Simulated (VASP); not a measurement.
# CuI (Marshite) (F-43m) in VASP: further runs, part 2 of 2

VASP 6.6.1. The steps go on from the part before.

## Step 6: Single point, PBE+D3(BJ)+U (volume scaled by 0.98)

The input, INCAR:

```
SYSTEM = CuI
PREC     = Accurate       ! precision mode
ENCUT    = 520            ! plane-wave cutoff, eV
EDIFF    = 1E-7           ! SCF threshold, eV
ISMEAR   = 0              ! smearing method
SIGMA    = 0.01           ! smearing width, eV
LREAL    = .False.        ! projectors in reciprocal space
LASPH    = .True.         ! aspherical terms in the spheres
NELM     = 150            ! most SCF steps
ALGO     = Normal         ! electronic algorithm
ISIF     = 2              ! what is computed and relaxed
LWAVE    = .False.        ! write WAVECAR
LCHARG   = .False.        ! write CHGCAR
LMAXMIX  = 4              ! l up to which the mixer works
LDAU     = .True.         ! DFT+U
LDAUTYPE = 2            
LDAUL    = -1 2           ! shell
LDAUU    = 0 3.5          ! U, eV
LDAUJ    = 0 0          
LDAUPRINT= 1            
GGA      = PE             ! functional
IVDW     = 12             ! dispersion correction
NBANDS   = 16             ! bands
```

The input, KPOINTS:

```
Automatic mesh
0
Gamma
  8 8 8
  0 0 0
```

The input, POSCAR:

```
CuI
1.0
    0.0000000000      3.0111537494      3.0111537494
    3.0111537494      0.0000000000      3.0111537494
    3.0111537494      3.0111537494      0.0000000000
I Cu
1 1
Direct
    0.0000000000      0.0000000000      0.0000000000
    0.7500000000      0.7500000000      0.7500000000
```

Potentials or basis: VASP PAW PBE potentials, release 64 (I, Cu).

The run is started by

```sh
$ cat potpaw_PBE.64/I/POTCAR potpaw_PBE.64/Cu/POTCAR > POTCAR
$ mpirun -np 1 vasp_std > vasp.out
```

OUTCAR:

```text
SYSTEM = CuI
   PREC = Accurate
   ENCUT = 520
   EDIFF = 1E-7
   ISMEAR = 0
   LREAL = .False.
   LASPH = .True.
   NELM = 150
   ISIF = 2
   GGA = PE
   IVDW = 12
 IVDW          = 12

 ion  position               nearest neighbor table
   1  0.000  0.000  0.000-   2 2.61   2 2.61   2 2.61   2 2.61
   2  0.750  0.750  0.750-   1 2.61   1 2.61   1 2.61   1 2.61

  LATTYP: Found a face centered cubic cell.
 ALAT       =     6.0223074988

  Lattice vectors:

 A1 = (   0.0000000000,   3.0111537494,   3.0111537494)
 A2 = (   3.0111537494,   0.0000000000,   3.0111537494)
 A3 = (   3.0111537494,   3.0111537494,   0.0000000000)

Analysis of symmetry for initial positions (statically):
=====================================================================
 Subroutine PRICEL returns:
 Original cell was already a primitive cell.

 Routine SETGRP: Setting up the symmetry group for a
 face centered cubic supercell.

 Subroutine GETGRP returns: Found 24 space group operations
 (whereof 24 operations were pure point group operations)
 out of a pool of 48 trial point group operations.

The static configuration has the point symmetry T_d .
[... 197 lines left out ...]

 E-fermi :   4.2527     XC(G=0):  -8.9894

 val. band max:        4.2037611937   @ k =   0.0000   0.0000   0.0000
 cond. band min:       5.9382214463   @ k =   0.0000   0.0000   0.0000
 fundamental gap:      1.7344602526
 Fermi energy:         4.2526789507

 k-point     1 :       0.0000    0.0000    0.0000
  band No.  band energies     occupation
      1      -9.4514      2.00000
      2       0.4672      2.00000
      3       0.4672      2.00000
      4       0.4672      2.00000
      5       1.8745      2.00000
      6       1.8745      2.00000
[... 433 lines left out ...]
      3       0.1804      2.00000
      4       0.5951      2.00000
      5       1.8098      2.00000
      6       1.8855      2.00000
[... 8 lines left out ...]
     15      15.4035      0.00000
     16      16.0357      0.00000

 [... further k-points ...]

------------------------ aborting loop because EDIFF is reached ----------------------------------------

 Edisp (eV)   -0.70010

 E8    (eV) :    -0.3072

  FORCE on cell =-STRESS in cart. coord.  units (eV):
  Direction    XX          YY          ZZ          XY          YZ          ZX
  --------------------------------------------------------------------------------------
  -------------------------------------------------------------------------------------
  Total      -0.22295    -0.22295    -0.22295    -0.00000     0.00000     0.00000
  in kB      -6.54177    -6.54177    -6.54177    -0.00000     0.00000     0.00000
  external pressure =       -6.54 kB  Pullay stress =        0.00 kB

 VOLUME and BASIS-vectors are now :
 -----------------------------------------------------------------------------
  energy-cutoff  :      520.00
  volume of cell :       54.60
      direct lattice vectors                 reciprocal lattice vectors
     0.000000000  3.011153749  3.011153749    -0.166049309  0.166049309  0.166049309
     3.011153749  0.000000000  3.011153749     0.166049309 -0.166049309  0.166049309
     3.011153749  3.011153749  0.000000000     0.166049309  0.166049309 -0.166049309

 POSITION                                       TOTAL-FORCE (eV/Angst)
 -----------------------------------------------------------------------------------
      0.00000      0.00000      0.00000        -0.000000     -0.000000     -0.000000
      4.51673      4.51673      4.51673         0.000000      0.000000      0.000000
 -----------------------------------------------------------------------------------
    total drift:                               -0.000001     -0.000001     -0.000001

  FREE ENERGIE OF THE ION-ELECTRON SYSTEM (eV)
  ---------------------------------------------------
  free  energy   TOTEN  =        -5.2793149716 eV

  energy  without entropy=       -5.2793149716  energy(sigma->0) =       -5.27931497
```

OSZICAR:

```text
N       E                     dE             d eps       ncg     rms          rms(c)
DAV:   1     0.966909568179E+02    0.96691E+02   -0.76289E+03   928   0.121E+03
DAV:   2     0.185504961827E+01   -0.94836E+02   -0.86544E+02   992   0.233E+02
DAV:   3    -0.447672552368E+01   -0.63318E+01   -0.62665E+01  1224   0.646E+01
DAV:   4    -0.463270790782E+01   -0.15598E+00   -0.15593E+00  1112   0.964E+00
DAV:   5    -0.464049410600E+01   -0.77862E-02   -0.77860E-02  1456   0.241E+00    0.422E+00
DAV:   6    -0.459899613676E+01    0.41498E-01   -0.48720E-01  1080   0.222E+01    0.250E+00
DAV:   7    -0.458094478884E+01    0.18051E-01   -0.12890E-01  1088   0.120E+01    0.159E+00
DAV:   8    -0.457889799558E+01    0.20468E-02   -0.12982E-02  1496   0.212E+00    0.156E-01
DAV:   9    -0.457900197370E+01   -0.10398E-03   -0.86808E-04  1432   0.534E-01    0.695E-02
DAV:  10    -0.457921810789E+01   -0.21613E-03   -0.27644E-04  1072   0.166E-01    0.263E-02
DAV:  11    -0.457921415912E+01    0.39488E-05   -0.11437E-05  1232   0.684E-02    0.968E-03
DAV:  12    -0.457921551929E+01   -0.13602E-05   -0.63858E-06  1096   0.168E-02    0.480E-03
DAV:  13    -0.457921588957E+01   -0.37028E-06   -0.32186E-07  1296   0.767E-03    0.420E-03
DAV:  14    -0.457921614222E+01   -0.25265E-06   -0.10811E-07  1008   0.225E-03    0.108E-03
DAV:  15    -0.457921610145E+01    0.40769E-07   -0.22187E-08   816   0.475E-03
   1 F= -.52793150E+01 E0= -.52793150E+01  d E =-.133861E-14
```

stdout:

```text
POSCAR found type information on POSCAR I Cu
 POSCAR found :  2 types and       2 ions
 scaLAPACK will be used
 LDA part: xc-table for (Slater+PW92), standard interpolation
 POSCAR, INCAR and KPOINTS ok, starting setup
 FFT: planning ... GRIDC
 FFT: planning ... GRID_SOFT
 FFT: planning ... GRID
 WAVECAR not read
 entering main loop
```

Wall time 24 s (1 thread of Intel Xeon 6975P-C, shared host); peak memory 0.19 GiB.

What came out:

```
Free energy                : -5.2793 eV
Pressure                   : -0.7 GPa
Band gap on the k mesh     : 1.73 eV, direct
Dispersion energy per atom : -0.350 eV
```

Eigenvalues of the final occupation matrices:
```csv
site,spin,trace,eigenvalues
site 2 d,1,4.73,0.94 0.94 0.95 0.95 0.95
site 2 d,2,4.73,0.94 0.94 0.95 0.95 0.95
```

Caveat: spin-orbit coupling is left out, which moves the levels of the heavy elements.

## Step 7: Overview

```csv
level,U,cell,k mesh,smearing,grid for exact exchange (PRECFOCK),gap on the mesh (eV),pressure (GPa)
PBEsol,-,"a = 4.371 Å, angles 60.0°, 2 atoms",8 × 8 × 8,fermi-dirac 0.05 eV,-,0.89,-4.0
r2SCAN50,-,"a = 4.287 Å, angles 60.0°, 2 atoms",4 × 4 × 4,fermi-dirac 0.05 eV,Normal,5.56,0.4
PBE+D3(BJ)+U,Cu d U = 3.5 eV,"a = 4.200 Å, angles 60.0°, 2 atoms",8 × 8 × 8,gaussian 0.01 eV,-,1.83,1.2
PBE+D3(BJ)+U,Cu d U = 3.5 eV,"a = 4.229 Å, angles 60.0°, 2 atoms",8 × 8 × 8,gaussian 0.01 eV,-,1.78,0.2
PBE+D3(BJ)+U,Cu d U = 3.5 eV,"a = 4.258 Å, angles 60.0°, 2 atoms",8 × 8 × 8,gaussian 0.01 eV,-,1.73,-0.7
```

Alike in all rows: task single point; potentials or basis VASP PAW PBE potentials, release 64 (I, Cu); no spin polarisation; cutoff (eV) 520.

Caveats: some runs use coarse meshes; spin-orbit coupling is left out, which moves the levels of the heavy elements; the PAW data sets were made with another functional, which shifts forces and pressure a little (some runs).

Absolute energies hang on the potentials; compare differences alone.
